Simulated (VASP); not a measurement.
# Cu (P6_3/mmc) in VASP: a series of runs

The runs below take Cu through single point, with PBEsol.

Program: VASP 6.6.1. These are calculated values, not measurements. Logs are shortened: lines on timing, memory, paths and dates and some standing lists are left out, and cuts for length are marked.

## Step 1: The cell of the first run

It takes space group P6_3/mmc (No. 194, hexagonal). The conventional cell has a = 2.534 Å, b = 2.534 Å, c = 4.113 Å, α = 90.00°, β = 90.00°, γ = 120.00°. Cu (site symmetry -6m2) has 12 Cu at 2.52 to 2.53 Å within 3.3 Å.

This isn't the form of Cu at room conditions, which is fcc.

## Step 2: Single point, PBEsol

Input file INCAR:

```
SYSTEM = Cu
PREC = Accurate ; ENCUT = 600
EDIFF = 1E-6 ; ISMEAR = 1
SIGMA = 0.3 ; LREAL = .FALSE.
LASPH = .TRUE. ; NELM = 120
ALGO = Normal ; ISIF = 2
LWAVE = .FALSE. ; LCHARG = .FALSE.
GGA = PS ; NBANDS = 18
GGA_COMPAT = .FALSE.
```

Input file KPOINTS:

```
Automatic mesh
0
G
  12 12 7
  0 0 0
```

Input file POSCAR:

```
Cu
1.0
    2.5340970000      0.0000000000      0.0000000000
   -1.2670485000      2.1945923777      0.0000000000
    0.0000000000      0.0000000000      4.1125710000
Cu
2
Direct
    0.3333333333      0.6666666667      0.2500000000
    0.6666666667      0.3333333333      0.7500000000
```

Potentials or basis: VASP PAW PBE potentials, release 64 (Cu).

Command:

```sh
$ cat potpaw_PBE.64/Cu/POTCAR > POTCAR
$ mpirun -np 1 vasp_std > vasp.out
```

OUTCAR:

```text
SYSTEM = Cu
   PREC = Accurate
   ENCUT = 600
   EDIFF = 1E-6
   ISMEAR = 1
   LREAL = .FALSE.
   LASPH = .TRUE.
   NELM = 120
   ISIF = 2
   GGA = PS

 ion  position               nearest neighbor table
   1  0.333  0.667  0.250-   2 2.52   2 2.52   2 2.52   2 2.52   2 2.52   2 2.52
   2  0.667  0.333  0.750-   1 2.52   1 2.52   1 2.52   1 2.52   1 2.52   1 2.52

  LATTYP: Found a hexagonal cell.
 ALAT       =     2.5340970000
 C/A-ratio  =     1.6228940723

  Lattice vectors:

 A1 = (   2.5340970000,   0.0000000000,   0.0000000000)
 A2 = (  -1.2670485000,   2.1945923777,   0.0000000000)
 A3 = (   0.0000000000,   0.0000000000,   4.1125710000)

Analysis of symmetry for initial positions (statically):
=====================================================================
 Subroutine PRICEL returns:
 Original cell was already a primitive cell.

 Routine SETGRP: Setting up the symmetry group for a
 hexagonal supercell.

 Subroutine GETGRP returns: Found 24 space group operations
 (whereof 12 operations were pure point group operations)
 out of a pool of 24 trial point group operations.

The static configuration has the point symmetry D_3d.
 The point group associated with its full space group is D_6h.

Analysis of symmetry for dynamics (positions and initial velocities):
=====================================================================
 Subroutine PRICEL returns:
 Original cell was already a primitive cell.

 Routine SETGRP: Setting up the symmetry group for a
 hexagonal supercell.

 Subroutine GETGRP returns: Found 24 space group operations
 (whereof 12 operations were pure point group operations)
 out of a pool of 24 trial point group operations.

The dynamic configuration has the point symmetry D_3d.
 The point group associated with its full space group is D_6h.

 Subroutine INISYM returns: Found 24 space group operations
 (whereof 12 operations are pure point group operations),
 and found     1 'primitive' translations

----------------------------------------------------------------------------------------

                                     Primitive cell

  volume of cell :      22.8713

  direct lattice vectors                    reciprocal lattice vectors
     2.534097000  0.000000000  0.000000000     0.394617886  0.227832742  0.000000000
    -1.267048500  2.194592378  0.000000000     0.000000000  0.455665485  0.000000000
     0.000000000  0.000000000  4.112571000     0.000000000  0.000000000  0.243156896

  length of vectors
     2.534097000  2.534097000  4.112571000     0.455665485  0.455665485  0.243156896
[... 81 lines left out ...]
   EDIFF  = 0.1E-05   stopping-criterion for ELM
   LREAL  =      F    real-space projection
   EDIFFG = 0.1E-04   stopping-criterion for IOM
   NSW    =      0    number of steps for IOM
   IBRION =     -1    ionic relax: 0-MD 1-quasi-New 2-CG
   NFREE  =      0    steps in history (QN), initial steepest desc. (CG)
   ISIF   =      2    stress and relaxation
   ISYM   =      2    0-nonsym 1-usesym 2-fastsym
   POTIM  = 0.5000    time-step for ionic-motion
   TEBEG  =    0.0;   TEEND  =   0.0 temperature during run
   PSTRESS=    0.0 pullay stress
   NELECT =      22.0000    total number of electrons
   NUPDOWN=      -1.0000    fix difference up-down
   EMIN   =  10.00;   EMAX   =-10.00  energy-range for DOS
   EFERMI =   0.00;   METHOD = LEGACY
   ISMEAR =     1;   SIGMA  =   0.30  broadening in eV -4-tet -1-fermi 0-gaus
   EFERMI_NEDOS =   21; number of points for ismear=-14 and -15
   IALGO  =     38    algorithm
   IMIX   =      4    mixing-type and parameters
     AMIX     =   0.40;   BMIX     =  1.00
     AMIX_MAG =   1.60;   BMIX_MAG =  1.00
  volume/ion in A,a.u.               =      11.44        77.17
  Fermi-wavevector in a.u.,A,eV,Ry     =   1.616040  3.053874 35.532794  2.611587
  Thomas-Fermi vector in A             =   2.710691
   LORBIT       =      0    0 simple, 1 ext, 2 COOP (PROOUT), +10 PAW based schemes
   GGA     = PS    functional components
   LHFCALC =     F    Hartree Fock is set to
   AEXX    =    0.0000 exact exchange contribution
   IVDW    =     0    specifies the selected vdW correction
   LEPSILON=     F    determine dielectric tensor
   LRPA    =     F    only Hartree local field effects (RPA)
 non-spin polarized calculation
 Methfessel and Paxton  Order N= 1 SIGMA  =   0.30
  energy-cutoff  :      600.00
  volume of cell :       22.87
 maximum number of plane-waves:       774
   NGX = 11   NGY = 11   NGZ = 17

 number of electron      21.9999991 magnetization

 Free energy of the ion-electron system (eV)
  ---------------------------------------------------
  ext. energy  EPLUGINS =         0.00000000
  ---------------------------------------------------
  free energy    TOTEN  =        -8.58481906 eV

  energy without entropy =       -8.57966848  energy(sigma->0) =       -8.58310220

 E-fermi :   7.7589     XC(G=0): -13.0964

 val. band max:        7.7406978076   @ k =   0.0833   0.0833   0.1429
 cond. band min:       7.7784656235   @ k =   0.2500   0.2500   0.2857
 fundamental gap:      0.0377678158
 Fermi energy:         7.7589409966

 k-point     1 :       0.0000    0.0000    0.0000
  band No.  band energies     occupation
      1      -1.8328      2.00000
      2       2.5403      2.00000
      3       4.6989      2.00000
      4       4.7445      2.00000
      5       4.7445      2.00000
      6       4.9692      2.00000
[... 481 lines left out ...]
      5       4.7414      2.00000
      6       4.8210      2.00000
[... 10 lines left out ...]
     17      25.4888      0.00000
     18      27.7810      0.00000

 [... further k-points ...]

------------------------ aborting loop because EDIFF is reached ----------------------------------------

  FORCE on cell =-STRESS in cart. coord.  units (eV):
  Direction    XX          YY          ZZ          XY          YZ          ZX
  --------------------------------------------------------------------------------------
  -------------------------------------------------------------------------------------
  Total       -0.1126428     -0.1126428     -0.0481560      0.0000000     -0.0000000      0.0000000
  in kB       -7.8908441     -7.8908441     -3.3734189      0.0000000     -0.0000000      0.0000000
  external PRESSURE =      -6.3850357 kB  Pullay stress =       0.0000000 kB

 VOLUME and BASIS-vectors are now :
 -----------------------------------------------------------------------------
  energy-cutoff  :      600.00
  volume of cell :       22.87
      direct lattice vectors                 reciprocal lattice vectors
     2.534097000  0.000000000  0.000000000     0.394617886  0.227832742  0.000000000
    -1.267048500  2.194592378  0.000000000     0.000000000  0.455665485  0.000000000
     0.000000000  0.000000000  4.112571000     0.000000000  0.000000000  0.243156896

 POSITION                                       TOTAL-FORCE (eV/Angst)
 -----------------------------------------------------------------------------------
     -0.00000      1.46306      1.02814        -0.000000      0.000000     -0.000000
      1.26705      0.73153      3.08443         0.000000     -0.000000      0.000000
 -----------------------------------------------------------------------------------
    total drift:                               -0.000000      0.000000     -0.000000

  FREE ENERGIE OF THE ION-ELECTRON SYSTEM (eV)
  ---------------------------------------------------
  free  energy   TOTEN  =        -8.5848190641 eV

  energy  without entropy=       -8.5796684780  energy(sigma->0) =       -8.58310220
```

OSZICAR:

```text
N       E                     dE             d eps       ncg     rms          rms(c)
DAV:   1     0.127355116370E+03    0.12736E+03   -0.11593E+04  2960   0.247E+03
DAV:   2    -0.416792539306E+01   -0.13152E+03   -0.12504E+03  2742   0.302E+02
DAV:   3    -0.107177319897E+02   -0.65498E+01   -0.63173E+01  3068   0.908E+01
DAV:   4    -0.107880545405E+02   -0.70323E-01   -0.70269E-01  3318   0.103E+01
DAV:   5    -0.107889106517E+02   -0.85611E-03   -0.85608E-03  3378   0.975E-01    0.119E+01
DAV:   6    -0.945549962566E+01    0.13334E+01   -0.13144E+01  2914   0.108E+02    0.601E+00
DAV:   7    -0.861209307965E+01    0.84341E+00   -0.26172E+00  3000   0.438E+01    0.753E-01
DAV:   8    -0.858983787656E+01    0.22255E-01   -0.23316E-02  3770   0.223E+00    0.528E-01
DAV:   9    -0.858478595990E+01    0.50519E-02   -0.73931E-03  3196   0.254E+00    0.340E-02
DAV:  10    -0.858481604160E+01   -0.30082E-04   -0.24815E-04  4182   0.247E-01    0.519E-03
DAV:  11    -0.858481928062E+01   -0.32390E-05   -0.91094E-07  2388   0.195E-02    0.310E-03
DAV:  12    -0.858481906413E+01    0.21649E-06   -0.80964E-07  1826   0.212E-02
   1 F= -.85848191E+01 E0= -.85831022E+01  d E =-.515059E-02
```

Wall time 56 s (1 thread of AMD EPYC, shared host); peak memory 0.12 GiB.

What came out:

```
Free energy            : -8.5848 eV
Pressure               : -0.6 GPa
Band gap on the k mesh : zero (bands 11 and 12 overlap by 5.93 eV)
```

Caveat: so wide a smearing shifts energies and pressures; the PAW data sets were made with another functional, which shifts forces and pressure a little.

## Step 3: Single point, PBEsol

Input file INCAR:

```
  ALGO = Normal
  EDIFF = 1E-6
  ENCUT = 600
  GGA = PS
  GGA_COMPAT = F
  ISIF = 2
  ISMEAR = 1
  LASPH = T
  LCHARG = F
  LREAL = F
  LWAVE = F
  NBANDS = 18
  NELM = 120
  PREC = Accurate
  SIGMA = 0.2
```

Input file KPOINTS:

```
k-points
0
Gamma
  12 12 7
```

POSCAR is that of step 2.

Potentials or basis: VASP PAW PBE potentials, release 64 (Cu).

Command:

```sh
$ cat potpaw_PBE.64/Cu/POTCAR > POTCAR
$ mpirun -np 1 vasp_std > vasp.out
```

Run time: 56 s. Hardware: 1 thread of AMD EPYC, shared host; peak memory 0.12 GiB.

The run converged. Its results:

- Free energy: -8.5836 eV
- Pressure: -0.6 GPa
- Band gap on the k mesh: zero (bands 11 and 12 overlap by 5.93 eV)

Stress tensor (GPa, compression positive):
```
-0.68  0.00  0.00
 0.00 -0.68  0.00
 0.00  0.00 -0.56
```

Levels at points of the mesh, in eV from the Fermi level:
| k point | band 7 | band 8 | band 9 | band 10 | band 11 | band 12 | band 13 | band 14 | band 15 | band 16 |
| --- | --- | --- | --- | --- | --- | --- | --- | --- | --- | --- |
| (0.00, 0.00, 0.00) | -2.78 | -2.50 | -2.50 | -1.70 | -1.70 | -1.02 | 4.05 | 21.57 | 22.10 | 22.10 |
| (0.50, 0.00, 0.00) | -2.74 | -1.61 | -1.54 | -1.50 | 0.03 | 1.64 | 7.96 | 8.39 | 10.94 | 11.38 |

Caveat: the PAW data sets were made with another functional, which shifts forces and pressure a little.
